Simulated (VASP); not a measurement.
Here is a VASP 6.6.1 calculation.

Contents of POSCAR:

```
Hg
1.0
   -2.0523017827      2.0523017827      1.7871122587
    2.0523017827     -2.0523017827      1.7871122587
    2.0523017827      2.0523017827     -1.7871122587
Hg
1
Direct
    0.0000000000      0.0000000000      0.0000000000
```

The input INCAR.step1:

```
PREC = Accurate
ENCUT = 520
ISMEAR = -1
SIGMA = 0.08
LREAL = False
LASPH = True
NELM = 100
NBANDS = 12
GGA = PE
ALGO = Normal
EDIFF = 1E-4
LWAVE = True
LCHARG = False
```

Contents of INCAR.step2:

```
PREC = Accurate
ENCUT = 520
EDIFF = 1E-6
ISMEAR = -1
SIGMA = 0.08
LREAL = False
LASPH = True
NELM = 100
ALGO = Normal
ISIF = 2
LWAVE = False
LCHARG = False
METAGGA = R2SCAN
LMIXTAU = True
NBANDS = 12
ISTART = 1
```

File KPOINTS:

```
regular mesh
0
Gamma
  13 13 13
```

Potentials or basis: VASP PAW PBE potentials, release 64 (Hg).

Launch:

```sh
$ cat potpaw_PBE.64/Hg/POTCAR > POTCAR
$ cp INCAR.step1 INCAR
$ mpirun -np 1 vasp_std > vasp.out
$ cp INCAR.step2 INCAR
$ mpirun -np 1 vasp_std > vasp.out
```

Estimate the band gap on the k mesh.

zero (bands 6 and 7 overlap by 1.51 eV).

Estimate the pressure.

-1.2 GPa.

Stress tensor (GPa, compression positive):
```
-1.29  0.00  0.00
 0.00 -1.29  0.00
 0.00  0.00 -0.98
```

Caveat: the PAW data sets were made with another functional, which shifts forces and pressure a little; spin-orbit coupling is left out, which moves the levels of the heavy elements.
